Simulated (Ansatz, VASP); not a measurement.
# AlN in VASP and in Ansatz

```
Al N
1.0
     3.03716    0.00000    0.00000
    -1.51858    2.63026    0.00000
     0.00000    0.00000    4.86121
Al N
2 2
Direct
  0.33012 0.66024 0.00152
  0.66988 0.33976 0.50152
  0.33620 0.67240 0.38348
  0.66380 0.32760 0.88348
```

Change from the starting cell: mode 5 frozen in at -0.017 Å, equal normal strain along x, y and z -0.0167.

Alike in both runs: task single point; functional LDA; k mesh 9 × 9 × 6; occupations gaussian, width 0.05 eV; no spin polarisation.

```csv
,VASP,Ansatz
version,VASP 6.6.1,Ansatz 0.2.0
potentials or method,"VASP PAW LDA potentials, release 64 (Al, N), cutoff 520 eV","scalar-relativistic, plane waves, PAW"
valence electrons in the cell,16,16
```

Ansatz gave:

- gap on the k mesh at the Fermi level (eV): 4.87
- least direct gap on the mesh (eV): 4.87
- pressure (GPa): 11.7
- traceless stress, the component that is largest in VASP (GPa): -0.55
- rms of the force components (eV/Å): 0.045

Question: What did VASP give for the same quantities?

Answer: gap on the k mesh at the Fermi level (eV): 4.88; least direct gap on the mesh (eV): 4.88; pressure (GPa): 12.5; traceless stress, the component that is largest in VASP (GPa): -0.59; rms of the force components (eV/Å): 0.045.

LDA's correlation is that of Perdew and Zunger in VASP and of Perdew and Wang (1992) in Ansatz. Atom by atom the forces differ by 0.001 eV/Å (rms over components).
